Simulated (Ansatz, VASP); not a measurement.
# KMgF3 in VASP and in Ansatz

The input INCAR:

```
SYSTEM = KMgF3
PREC = Accurate ; ENCUT = 520
EDIFF = 1E-7 ; ISMEAR = 0
SIGMA = 0.01 ; LREAL = .False.
LASPH = .True. ; NELM = 80
ALGO = Normal ; ISIF = 2
LWAVE = .False. ; LCHARG = .False.
GGA = PS ; NBANDS = 24
```

KPOINTS

```
Automatic mesh
0
Gamma
  4 4 4
  0 0 0
```

POSCAR

```
KMgF3
1.0
    3.9802355555      0.0000000000      0.0000000000
    0.0000000000      3.9802355555      0.0000000000
    0.0000000000      0.0000000000      3.9802355555
K Mg F
1 1 3
Direct
    0.5000000000      0.5000000000      0.5000000000
    0.0000000000      0.0000000000      0.0000000000
    0.5000000000      0.0000000000      0.0000000000
    0.0000000000      0.5000000000      0.0000000000
    0.0000000000      0.0000000000      0.5000000000
```

Input for Ansatz:

```yaml
crystal:
  lattice:
    - [3.9802355555, 0.0, 0.0]
    - [0.0, 3.9802355555, 0.0]
    - [0.0, 0.0, 3.9802355555]
  atoms:
    - { symbol: K, position: [0.5, 0.5, 0.5] }
    - { symbol: Mg, position: [0.0, 0.0, 0.0] }
    - { symbol: F, position: [0.5, 0.0, 0.0] }
    - { symbol: F, position: [0.0, 0.5, 0.0] }
    - { symbol: F, position: [0.0, 0.0, 0.5] }
kpoints:
  mp_grid: { grid: [4, 4, 4] }
hamiltonian:
  xc: pbesol
scf:
  occupations: { method: fixed }
output:
  optics:
    e_range: [0.5, 20]
    de: 0.05
    sigma: 0.05
    scissors: 0
    scheme: fermi_dirac
    bands: { spectra_wanted_up_to: 20 }
```

Alike in both runs: task single point; functional PBEsol; k mesh 4 × 4 × 4; no spin polarisation.

```csv
,VASP,Ansatz
version,VASP 6.6.1,Ansatz 0.2.0
potentials or method,"VASP PAW PBE potentials, release 64 (K_sv, Mg, F)","plane waves, PAW"
plane-wave cutoff (eV),520,420
occupations,"gaussian, width 0.01 eV",fixed
valence electrons in the cell,32,40
```

```tsv
	VASP	Ansatz	Ansatz less VASP
gap on the k mesh at the Fermi level (eV)	7.15	7.18	+0.024
```

VASP's potentials were made for PBE, not for PBEsol. VASP's potentials hold 32 valence electrons a cell and Ansatz's 40, so a difference there can come from the potentials and not from the codes.
